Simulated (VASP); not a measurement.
# GaAs4 (Pm-3m) in VASP: a series of runs, part 2 of 2

VASP 6.6.1.

## 4. Relaxation of cell and atoms, PBE

This run uses another cell than the first one, of 26.44 Å³/atom.

The input, INCAR:

```
SYSTEM = GaAs4
ALGO     = Normal         ! electronic algorithm
EDIFF    = 1E-7           ! SCF threshold, eV
EDIFFG   = -0.04          ! ionic threshold
ENCUT    = 600            ! plane-wave cutoff, eV
GGA      = PE             ! functional
IBRION   = 2              ! ionic algorithm
ISIF     = 3              ! what is computed and relaxed
ISMEAR   = 0              ! smearing method
LASPH    = .True.         ! aspherical terms in the spheres
LCHARG   = .False.        ! write CHGCAR
LREAL    = .False.        ! projectors in reciprocal space
LWAVE    = .False.        ! write WAVECAR
NELM     = 80             ! most SCF steps
NSW      = 90             ! ionic steps
PREC     = Accurate       ! precision mode
SIGMA    = 0.1            ! smearing width, eV
```

The input, KPOINTS:

```
k-points
0
Gamma
  4 4 4
  0 0 0
```

The input, POSCAR:

```
GaAs4
1.0
    5.0940392200      0.0000000000      0.0000000000
    0.0000000000      5.0940392200      0.0000000000
    0.0000000000      0.0000000000      5.0940392200
Ga As
1 4
Direct
    0.5000000000      0.5000000000      0.5000000000
    0.5000000000      0.0000000000      0.0000000000
    0.0000000000      0.5000000000      0.0000000000
    0.0000000000      0.0000000000      0.5000000000
    0.0000000000      0.0000000000      0.0000000000
```

Run with:

```sh
$ cat potpaw_PBE.64/Ga_d/POTCAR potpaw_PBE.64/As/POTCAR > POTCAR
$ mpirun -np 1 vasp_std > vasp.out
```

Wall time 27 s (1 thread of AMD EPYC 9R45 (Zen 5), shared host); peak memory 0.24 GiB.

Results (log left out):

```
Free energy                           : -17.8313 eV
Relaxed volume                        : 25.09 Å³/atom
Relaxed cell                          : a = 5.006 Å, b = 5.006 Å, c = 5.006 Å, α = 90.00°, β = 90.00°, γ = 90.00°
Space group after relaxing (to 0.1 Å) : Pm-3m (No. 221)
Energy gained by relaxing             : 10.0 meV/atom
Ionic steps                           : 2
Pressure after relaxing               : -0.1 GPa
Band gap on the k mesh                : zero (an odd number of electrons rules out a gap without spin polarisation)
```

Step by step:
| step | energy change (eV) | largest force (eV/Å) | pressure (GPa) | volume (Å³) |
| --- | --- | --- | --- | --- |
| 1 | 0.0000 | 0.0000 | -2.17 | 132.19 |
| 2 | -0.0499 | 0.0000 | -0.11 | 125.46 |

Final structure:
```xyz
5
Lattice="5.0062 0.0000 0.0000 0.0000 5.0062 0.0000 0.0000 0.0000 5.0062" Properties=species:S:1:pos:R:3 pbc="T T T"
Ga    2.5031    2.5031    2.5031
As    2.5031    0.0000    0.0000
As    0.0000    2.5031    0.0000
As    0.0000    0.0000    2.5031
As    0.0000    0.0000    0.0000
```

Levels at points of the mesh, in eV from the Fermi level:
```csv
k point,band 14,band 15,band 16,band 17,band 18,band 19
"(0.00, 0.00, 0.00)",-0.53,-0.53,-0.53,0.04,0.04,0.04
"(0.50, 0.00, 0.00)",-1.60,-0.86,-0.76,0.09,0.09,0.41
"(0.50, 0.50, 0.00)",-1.32,-1.16,-1.16,-0.17,0.44,0.44
"(0.50, 0.50, 0.50)",-0.12,-0.12,0.44,0.44,0.44,1.86
```

Caveat: an odd number of electrons without spin polarisation forces a metal; a magnetic or distorted state may lie lower.

## 5. Single point, PBE

This run uses another cell than the first one, of 25.16 Å³/atom.

The input, INCAR:

```
  PREC = Accurate
  ENCUT = 520
  EDIFF = 1E-6
  ISMEAR = 0
  SIGMA = 0.1
  LREAL = False
  LASPH = True
  NELM = 100
  ALGO = Normal
  ISIF = 2
  LWAVE = False
  LCHARG = False
  GGA = PE
  NBANDS = 24
```

The input, KPOINTS:

```
regular mesh
0
Gamma
  8 8 8
```

Changes to POSCAR since step 4:

```diff
@@ -2,5 +2,5 @@
 1.0
-    5.0940392200      0.0000000000      0.0000000000
-    0.0000000000      5.0940392200      0.0000000000
-    0.0000000000      0.0000000000      5.0940392200
+    5.0104443533      0.0000000000      0.0000000000
+    0.0000000000      5.0104443533      0.0000000000
+    0.0000000000      0.0000000000      5.0104443533
 Ga As
```

Run with:

```sh
$ cat potpaw_PBE.64/Ga_d/POTCAR potpaw_PBE.64/As/POTCAR > POTCAR
$ mpirun -np 1 vasp_std > vasp.out
```

It took 36 s on 1 thread of AMD EPYC 9R45 (Zen 5), shared host; peak memory 0.26 GiB.

The run converged. Its results:

```
Free energy            : -17.9517 eV
Pressure               : 0.2 GPa
Band gap on the k mesh : zero (an odd number of electrons rules out a gap without spin polarisation)
```

Levels at points of the mesh, in eV from the Fermi level:
```
           k point  band 14  band 15  band 16  band 17  band 18  band 19
(0.00, 0.00, 0.00)    -0.50    -0.50    -0.50     0.04     0.04     0.04
(0.50, 0.00, 0.00)    -1.58    -0.81    -0.75     0.10     0.10     0.46
(0.50, 0.50, 0.00)    -1.31    -1.14    -1.14    -0.12     0.56     0.56
(0.50, 0.50, 0.50)    -0.07    -0.07     0.56     0.56     0.56     1.85
```

Caveat: an odd number of electrons without spin polarisation forces a metal; a magnetic or distorted state may lie lower.

## 6. Relaxation of cell and atoms, PBE

The input, INCAR:

```
PREC = Accurate
ENCUT = 600
EDIFF = 1E-6
ISMEAR = 0
SIGMA = 0.1
LREAL = False
LASPH = True
NELM = 100
ALGO = Normal
ISIF = 3
LWAVE = False
LCHARG = False
GGA = PE
IBRION = 2
NSW = 100
EDIFFG = -0.01
```

The input, KPOINTS:

```
Automatic mesh
0
Gamma
  8 8 8
```

Changes to POSCAR since step 5:

```diff
@@ -2,5 +2,5 @@
 1.0
-    5.0104443533      0.0000000000      0.0000000000
-    0.0000000000      5.0104443533      0.0000000000
-    0.0000000000      0.0000000000      5.0104443533
+    4.9946835271      0.0000000000      0.0000000000
+    0.0000000000      4.9946835271      0.0000000000
+    0.0000000000      0.0000000000      4.9946835271
 Ga As
```

Potentials or basis: VASP PAW PBE potentials, release 64 (Ga_d, As).

Run with:

```sh
$ cat potpaw_PBE.64/Ga_d/POTCAR potpaw_PBE.64/As/POTCAR > POTCAR
$ mpirun -np 1 vasp_std > vasp.out
```

Run time: 53 s. Hardware: 1 thread of AMD EPYC 9R45 (Zen 5), shared host; peak memory 0.28 GiB.

It converged, with:

- Free energy: -17.9517 eV
- Relaxed volume: 25.26 Å³/atom
- Relaxed cell: a = 5.017 Å, b = 5.017 Å, c = 5.017 Å, α = 90.00°, β = 90.00°, γ = 90.00°
- Space group after relaxing (to 0.1 Å): Pm-3m (No. 221)
- Energy gained by relaxing: 0.6 meV/atom
- Ionic steps: 2
- Pressure after relaxing: 0.0 GPa
- Band gap on the k mesh: zero (an odd number of electrons rules out a gap without spin polarisation)

The path:
```
step  energy change (eV)  largest force (eV/Å)  pressure (GPa)  volume (Å³)
   1              0.0000                0.0000            0.60       124.60
   2             -0.0030                0.0000           -0.03       126.29
```

Final structure:
```
Ga As
1.0
     5.01720    0.00000    0.00000
     0.00000    5.01720    0.00000
     0.00000    0.00000    5.01720
Ga As
1 4
Direct
  0.50000 0.50000 0.50000
  0.50000 0.00000 0.00000
  0.00000 0.50000 0.00000
  0.00000 0.00000 0.50000
  0.00000 0.00000 0.00000
```

Levels at points of the mesh, in eV from the Fermi level:
```tsv
k point	band 12	band 13	band 14	band 15	band 16	band 17	band 18	band 19	band 20
(0.00, 0.00, 0.00)	-5.99	-3.62	-0.50	-0.50	-0.50	0.04	0.04	0.04	4.69
(0.50, 0.00, 0.00)	-4.81	-1.57	-1.57	-0.81	-0.75	0.10	0.10	0.46	2.21
(0.50, 0.50, 0.00)	-1.67	-1.67	-1.32	-1.14	-1.14	-0.12	0.55	0.55	1.70
(0.50, 0.50, 0.50)	-3.63	-3.63	-0.07	-0.07	0.55	0.55	0.55	1.84	1.84
```

Caveat: an odd number of electrons without spin polarisation forces a metal; a magnetic or distorted state may lie lower.

## 7. Summary

```tsv
task	cell	k mesh	cutoff (eV)	gap on the mesh (eV)	pressure (GPa)	relaxed volume (Å³/atom)
single point	a = 4.995 Å, 5 atoms	4 × 4 × 4	520	none	0.2	-
single point	a = 5.094 Å, 5 atoms	4 × 4 × 4	520	none	-2.2	-
relaxation of cell and atoms	relaxed from a = 5.094 Å, 5 atoms	4 × 4 × 4	600	none	-0.1	25.09
single point	a = 5.010 Å, 5 atoms	8 × 8 × 8	520	none	0.2	-
relaxation of cell and atoms	relaxed from a = 4.995 Å, 5 atoms	8 × 8 × 8	600	none	0.0	25.26
```

Alike in all rows: level PBE; potentials or basis VASP PAW PBE potentials, release 64 (Ga_d, As); no spin polarisation; smearing gaussian 0.1 eV.

Caveats: an odd number of electrons without spin polarisation forces a metal; a magnetic or distorted state may lie lower.

Absolute energies hang on the potentials; compare differences alone.
